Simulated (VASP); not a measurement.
# CdS (P6_3mc) in VASP: single point with r2SCAN

Aim: the single point of CdS with r2SCAN.

Everything below comes from runs of VASP 6.6.1. Logs are shortened: lines on timing, memory, paths and dates and some standing lists are left out, and cuts for length are marked.

## (1) The cell of the first run

It takes space group P6_3mc (No. 186, hexagonal). The conventional cell has a = 4.169 Å, b = 4.169 Å, c = 6.780 Å, α = 90.00°, β = 90.00°, γ = 120.00°. Within 3.4 Å of Cd (site symmetry 3m) lie 4 S at 2.55 Å. Within 3.4 Å of S (site symmetry 3m) lie 4 Cd at 2.55 Å.

## (2) Single point, r2SCAN

File POSCAR:

```
CdS
1.0
    4.1688380995      0.0000000000      0.0000000000
   -2.0844190498      3.6103196984      0.0000000000
    0.0000000000      0.0000000000      6.7796174100
Cd S
2 2
Direct
    0.6666666700      0.3333333300      0.5002243700
    0.3333333300      0.6666666700      0.0002243700
    0.6666666700      0.3333333300      0.8767756300
    0.3333333300      0.6666666700      0.3767756300
```

File INCAR.step1:

```
  PREC = Accurate
  ENCUT = 520
  ISMEAR = 0
  SIGMA = 0.1
  LREAL = F
  LASPH = T
  NELM = 100
  NBANDS = 26
  GGA = PE
  ALGO = Normal
  EDIFF = 1E-4
  LWAVE = T
  LCHARG = F
```

File INCAR.step2:

```
  PREC = Accurate
  ENCUT = 520
  EDIFF = 1E-6
  ISMEAR = 0
  SIGMA = 0.1
  LREAL = F
  LASPH = T
  NELM = 100
  ALGO = Normal
  ISIF = 2
  LWAVE = F
  LCHARG = F
  METAGGA = R2SCAN
  LMIXTAU = T
  NBANDS = 26
  ISTART = 1
```

File KPOINTS:

```
regular mesh
0
Gamma
  6 6 4
```

Potentials or basis: VASP PAW PBE potentials, release 64 (Cd, S).

Started as:

```sh
$ cat potpaw_PBE.64/Cd/POTCAR potpaw_PBE.64/S/POTCAR > POTCAR
$ cp INCAR.step1 INCAR
$ mpirun -np 1 vasp_std > vasp.out
$ cp INCAR.step2 INCAR
$ mpirun -np 1 vasp_std > vasp.out
```

OUTCAR:

```text
PREC = Accurate
   ENCUT = 520
   EDIFF = 1E-6
   ISMEAR = 0
   LREAL = F
   LASPH = T
   NELM = 100
   ISIF = 2
   METAGGA = R2SCAN
   ISTART = 1

 ion  position               nearest neighbor table
   1  0.667  0.333  0.500-   4 2.55   4 2.55   4 2.55   3 2.55
   2  0.333  0.667  0.000-   3 2.55   3 2.55   3 2.55   4 2.55
   3  0.667  0.333  0.877-   2 2.55   2 2.55   2 2.55   1 2.55
   4  0.333  0.667  0.377-   1 2.55   1 2.55   1 2.55   2 2.55

  LATTYP: Found a hexagonal cell.
 ALAT       =     4.1688380995
 C/A-ratio  =     1.6262606626

  Lattice vectors:

 A1 = (   4.1688380995,   0.0000000000,   0.0000000000)
 A2 = (  -2.0844190498,   3.6103196984,   0.0000000000)
 A3 = (   0.0000000000,   0.0000000000,   6.7796174100)

Analysis of symmetry for initial positions (statically):
=====================================================================
 Subroutine PRICEL returns:
 Original cell was already a primitive cell.

 Routine SETGRP: Setting up the symmetry group for a
 hexagonal supercell.

 Subroutine GETGRP returns: Found 12 space group operations
 (whereof  6 operations were pure point group operations)
 out of a pool of 24 trial point group operations.

The static configuration has the point symmetry C_3v.
 The point group associated with its full space group is C_6v.

Analysis of symmetry for dynamics (positions and initial velocities):
=====================================================================
 Subroutine PRICEL returns:
 Original cell was already a primitive cell.

 Routine SETGRP: Setting up the symmetry group for a
 hexagonal supercell.

 Subroutine GETGRP returns: Found 12 space group operations
 (whereof  6 operations were pure point group operations)
 out of a pool of 24 trial point group operations.

The dynamic configuration has the point symmetry C_3v.
 The point group associated with its full space group is C_6v.

 Subroutine INISYM returns: Found 12 space group operations
 (whereof  6 operations are pure point group operations),
 and found     1 'primitive' translations

----------------------------------------------------------------------------------------

                                     Primitive cell

  volume of cell :     102.0389

  direct lattice vectors                    reciprocal lattice vectors
     4.168838100  0.000000000  0.000000000     0.239874991  0.138491890  0.000000000
    -2.084419050  3.610319698  0.000000000     0.000000000  0.276983781  0.000000000
     0.000000000  0.000000000  6.779617410     0.000000000  0.000000000  0.147500949

  length of vectors
     4.168838100  4.168838099  6.779617410     0.276983781  0.276983781  0.147500949

  position of ions in fractional coordinates (direct lattice)
     0.666666670  0.333333330  0.500224370
     0.333333330  0.666666670  0.000224370
     0.666666670  0.333333330  0.876775630
     0.333333330  0.666666670  0.376775630

  ion indices of the primitive-cell ions
   primitive index   ion index
                 1           1
                 2           2
                 3           3
                 4           4

----------------------------------------------------------------------------------------

 KPOINTS: regular mesh

Automatic generation of k-mesh.
 Grid dimensions read from file:
 generate k-points for:    6    6    4

 Generating k-lattice:

  Cartesian coordinates                     Fractional coordinates (reciprocal lattice)
     0.039979165  0.023081982  0.000000000     0.166666667 -0.000000000  0.000000000
     0.000000000  0.046163963  0.000000000     0.000000000  0.166666667  0.000000000
     0.000000000  0.000000000  0.036875237     0.000000000  0.000000000  0.250000000

  Length of vectors
     0.046163963  0.046163963  0.036875237

  Shift w.r.t. Gamma in fractional coordinates (k-lattice)
     0.000000000  0.000000000  0.000000000

 Subroutine IBZKPT returns following result:
 ===========================================

 Found     21 irreducible k-points:

 Following reciprocal coordinates:
            Coordinates               Weight
  0.000000  0.000000  0.000000      1.000000
  0.166667 -0.000000  0.000000      6.000000
  0.333333 -0.000000  0.000000      6.000000
  0.500000 -0.000000  0.000000      3.000000
  0.166667  0.166667  0.000000      6.000000
  0.333333  0.166667  0.000000     12.000000
[... 13 lines left out ...]
  0.333333  0.166667  0.500000     12.000000
  0.333333  0.333333  0.500000      2.000000
   k-points           NKPTS =     21   k-points in BZ     NKDIM =     21   number of bands    NBANDS=     26
   number of dos      NEDOS =    301   number of ions     NIONS =      4
   total plane-waves  NPLWV =  51200
   dimension x,y,z NGX =    32 NGY =   32 NGZ =   50
   dimension x,y,z NGXF=    64 NGYF=   64 NGZF=  100
   ions per type =               2   2
   NGX,Y,Z   is equivalent  to a cutoff of  12.76, 12.76, 12.26 a.u.
   NGXF,Y,Z  is equivalent  to a cutoff of  25.52, 25.52, 24.52 a.u.
 SYSTEM =  unknown system
   PREC   = accura    normal or accurate (medium, high low for compatibility)
   ISTART =      1    job   : 0-new  1-cont  2-samecut
   ICHARG =      0    charge: 1-file 2-atom 10-const
   ISPIN  =      1    spin polarized calculation?
   LNONCOLLINEAR =      F non collinear calculations
   LSORBIT =      F    spin-orbit coupling
   LASPH  =      T    aspherical Exc in radial PAW
   ENCUT  =  520.0 eV  38.22 Ry    6.18 a.u.   7.75  7.75 12.61*2*pi/ulx,y,z
   NELM   =    100;   NELMIN=  2; NELMDL=  0     # of ELM steps
   EDIFF  = 0.1E-05   stopping-criterion for ELM
   LREAL  =      F    real-space projection
   EDIFFG = 0.1E-04   stopping-criterion for IOM
   NSW    =      0    number of steps for IOM
   IBRION =     -1    ionic relax: 0-MD 1-quasi-New 2-CG
   NFREE  =      0    steps in history (QN), initial steepest desc. (CG)
   ISIF   =      2    stress and relaxation
   ISYM   =      2    0-nonsym 1-usesym 2-fastsym
   POTIM  = 0.5000    time-step for ionic-motion
   TEBEG  =    0.0;   TEEND  =   0.0 temperature during run
   PSTRESS=    0.0 pullay stress
   NELECT =      36.0000    total number of electrons
   NUPDOWN=      -1.0000    fix difference up-down
   EMIN   =  10.00;   EMAX   =-10.00  energy-range for DOS
   EFERMI =   0.00;   METHOD = LEGACY
   ISMEAR =     0;   SIGMA  =   0.10  broadening in eV -4-tet -1-fermi 0-gaus
   EFERMI_NEDOS =   21; number of points for ismear=-14 and -15
   IALGO  =     38    algorithm
   IMIX   =      4    mixing-type and parameters
     AMIX     =   0.40;   BMIX     =  1.00
     AMIX_MAG =   1.60;   BMIX_MAG =  1.00
  volume/ion in A,a.u.               =      25.51       172.15
  Fermi-wavevector in a.u.,A,eV,Ry     =   1.156788  2.186012 18.206746  1.338158
  Thomas-Fermi vector in A             =   2.293405
   LORBIT       =      0    0 simple, 1 ext, 2 COOP (PROOUT), +10 PAW based schemes
   METAGGA = R2SCAN    functional components
   LHFCALC =     F    Hartree Fock is set to
   AEXX    =    0.0000 exact exchange contribution
   IVDW    =     0    specifies the selected vdW correction
   LEPSILON=     F    determine dielectric tensor
   LRPA    =     F    only Hartree local field effects (RPA)
 non-spin polarized calculation
 Gauss-broadening in eV      SIGMA  =   0.10
  energy-cutoff  :      520.00
  volume of cell :      102.04
 maximum number of plane-waves:      2786
 NGX is ok and might be reduce to    32
   NGX = 15   NGY = 15   NGZ = 25

 number of electron      35.9999997 magnetization

 Free energy of the ion-electron system (eV)
  ---------------------------------------------------
  ext. energy  EPLUGINS =         0.00000000
  ---------------------------------------------------
  free energy    TOTEN  =       -59.38132899 eV

  energy without entropy =      -59.38132899  energy(sigma->0) =      -59.38132899

 E-fermi :   1.2791     XC(G=0):  -9.5890

 val. band max:        0.8121638938   @ k =   0.0000   0.0000   0.0000
 cond. band min:       2.4262529714   @ k =   0.0000   0.0000   0.0000
 fundamental gap:      1.6140890776
 Fermi energy:         1.2791122180

 k-point     1 :       0.0000    0.0000    0.0000
  band No.  band energies     occupation
      1     -11.8930      2.00000
      2     -11.4833      2.00000
      3      -7.0380      2.00000
      4      -7.0311      2.00000
      5      -7.0311      2.00000
      6      -6.9454      2.00000
[... 18 lines left out ...]
     25       8.9316      0.00000
     26       8.9316      0.00000

 k-point     2 :       0.1667   -0.0000    0.0000
  band No.  band energies     occupation
      1     -11.8028      2.00000
      2     -11.4445      2.00000
      3      -7.0069      2.00000
      4      -6.9941      2.00000
      5      -6.9544      2.00000
      6      -6.8968      2.00000
[... 18 lines left out ...]
     25       8.8333      0.00000
     26       9.5149      0.00000

 k-point     3 :       0.3333   -0.0000    0.0000
  band No.  band energies     occupation
      1     -11.6082      2.00000
      2     -11.3797      2.00000
      3      -6.9525      2.00000
      4      -6.9361      2.00000
      5      -6.8082      2.00000
      6      -6.7872      2.00000
[... 18 lines left out ...]
     25       9.5595      0.00000
     26      10.2210      0.00000

 k-point     4 :       0.5000   -0.0000    0.0000
  band No.  band energies     occupation
      1     -11.4931      2.00000
      2     -11.3648      2.00000
      3      -6.9353      2.00000
      4      -6.9173      2.00000
      5      -6.7374      2.00000
      6      -6.7223      2.00000
[... 18 lines left out ...]
     25       9.6562      0.00000
     26      11.5287      0.00000
[... 409 lines left out ...]
      1     -11.5189      2.00000
      2     -11.5189      2.00000
      3      -6.9058      2.00000
      4      -6.9058      2.00000
      5      -6.8787      2.00000
      6      -6.8787      2.00000
[... 18 lines left out ...]
     25       9.3180      0.00000
     26       9.3180      0.00000

 k-point    20 :       0.3333    0.1667    0.5000
  band No.  band energies     occupation
      1     -11.4204      2.00000
      2     -11.4204      2.00000
      3      -6.8752      2.00000
      4      -6.8752      2.00000
      5      -6.8311      2.00000
      6      -6.8311      2.00000
[... 18 lines left out ...]
     25       9.7847      0.00000
     26       9.7847      0.00000

 k-point    21 :       0.3333    0.3333    0.5000
  band No.  band energies     occupation
      1     -11.3887      2.00000
      2     -11.3887      2.00000
      3      -6.8458      2.00000
      4      -6.8458      2.00000
      5      -6.8296      2.00000
      6      -6.8296      2.00000
[... 18 lines left out ...]
     25      10.5738      0.00000
     26      10.5738      0.00000

------------------------ aborting loop because EDIFF is reached ----------------------------------------

  FORCE on cell =-STRESS in cart. coord.  units (eV):
  Direction    XX          YY          ZZ          XY          YZ          ZX
  --------------------------------------------------------------------------------------
  -------------------------------------------------------------------------------------
  Total        0.0326739      0.0326739      0.0294277     -0.0000000      0.0000000      0.0000000
  in kB        0.5130328      0.5130328      0.4620622     -0.0000000      0.0000000      0.0000000
  external PRESSURE =       0.4960426 kB  Pullay stress =       0.0000000 kB

 VOLUME and BASIS-vectors are now :
 -----------------------------------------------------------------------------
  energy-cutoff  :      520.00
  volume of cell :      102.04
      direct lattice vectors                 reciprocal lattice vectors
     4.168838100  0.000000000  0.000000000     0.239874991  0.138491890  0.000000000
    -2.084419050  3.610319698  0.000000000     0.000000000  0.276983781  0.000000000
     0.000000000  0.000000000  6.779617410     0.000000000  0.000000000  0.147500949

 POSITION                                       TOTAL-FORCE (eV/Angst)
 -----------------------------------------------------------------------------------
      2.08442      1.20344      3.39133        -0.000000     -0.000000     -0.005137
     -0.00000      2.40688      0.00152         0.000000      0.000000     -0.005137
      2.08442      1.20344      5.94420         0.000000     -0.000000      0.005137
     -0.00000      2.40688      2.55439        -0.000000      0.000000      0.005137
 -----------------------------------------------------------------------------------
    total drift:                               -0.000015      0.000008     -0.004984

  FREE ENERGIE OF THE ION-ELECTRON SYSTEM (eV)
  ---------------------------------------------------
  free  energy   TOTEN  =       -59.3813289856 eV

  energy  without entropy=      -59.3813289856  energy(sigma->0) =      -59.38132899
```

Run time: 69 s. Hardware: 1 thread of Intel Xeon 6975P-C (Granite Rapids), shared host; peak memory 0.25 GiB.

Results:

* Free energy: -59.3813 eV
* Pressure: 0.0 GPa
* Largest force: 0.005 eV/Å
* Band gap on the k mesh: 1.61 eV

Forces in eV/Å, atoms in the order of the input:
```
Cd   0.000  0.000 -0.005
Cd   0.000  0.000 -0.005
S    0.000  0.000  0.005
S    0.000  0.000  0.005
```

Levels at points of the mesh, in eV from the valence-band top:
| k point | band 14 | band 15 | band 16 | band 17 | band 18 | band 19 | band 20 | band 21 | band 22 | band 23 |
| --- | --- | --- | --- | --- | --- | --- | --- | --- | --- | --- |
| (0.00, 0.00, 0.00) | -0.74 | -0.74 | -0.04 | 0.00 | 0.00 | 1.61 | 3.22 | 6.99 | 6.99 | 7.32 |
| (0.50, 0.00, 0.00) | -3.44 | -2.59 | -1.84 | -1.26 | -0.74 | 4.14 | 4.25 | 5.42 | 6.82 | 7.50 |
| (0.00, 0.00, 0.50) | -2.40 | -0.38 | -0.38 | -0.38 | -0.38 | 3.26 | 3.26 | 6.61 | 6.61 | 7.33 |
| (0.50, 0.00, 0.50) | -4.05 | -1.32 | -1.32 | -1.30 | -1.30 | 3.87 | 3.87 | 5.79 | 5.79 | 8.32 |

Caveat: the PAW data sets were made with another functional, which shifts forces and pressure a little.
